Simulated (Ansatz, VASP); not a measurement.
## AlN in VASP and in Ansatz

```xyz
4
Lattice="3.1130 0.0000 0.0000 -1.5565 2.6959 0.0000 0.0000 0.0000 4.9810" Properties=species:S:1:pos:R:3 pbc="T T T"
Al    0.0000    1.7973   -0.0046
Al    1.5565    0.8986    2.4859
N     0.0000    1.7973    1.8974
N     1.5565    0.8986    4.3879
```

Alike in both runs: functional LDA; k mesh 9 × 9 × 6; no spin polarisation.

Ansatz relaxed the structure, and its values are those at the end. VASP's run is a single point on that final structure, the one shown.

```csv
,VASP,Ansatz
version,VASP 6.6.1,Ansatz 0.2.0
potentials or method,"VASP PAW LDA potentials, release 64 (Al, N)","scalar-relativistic, plane waves, PAW"
plane-wave cutoff (eV),520,420
occupations,"gaussian, width 0.01 eV",fixed
valence electrons in the cell,16,16
```

```tsv
	VASP	Ansatz	Ansatz less VASP
gap on the k mesh at the Fermi level (eV)	4.22	4.21	-0.007
least direct gap on the mesh (eV)	4.22	4.21	-0.007
pressure (GPa)	-4.2	-4.7	-0.53
```

LDA's correlation is that of Perdew and Zunger in VASP and of Perdew and Wang (1992) in Ansatz. Ansatz's warnings: stress scf threshold loose.
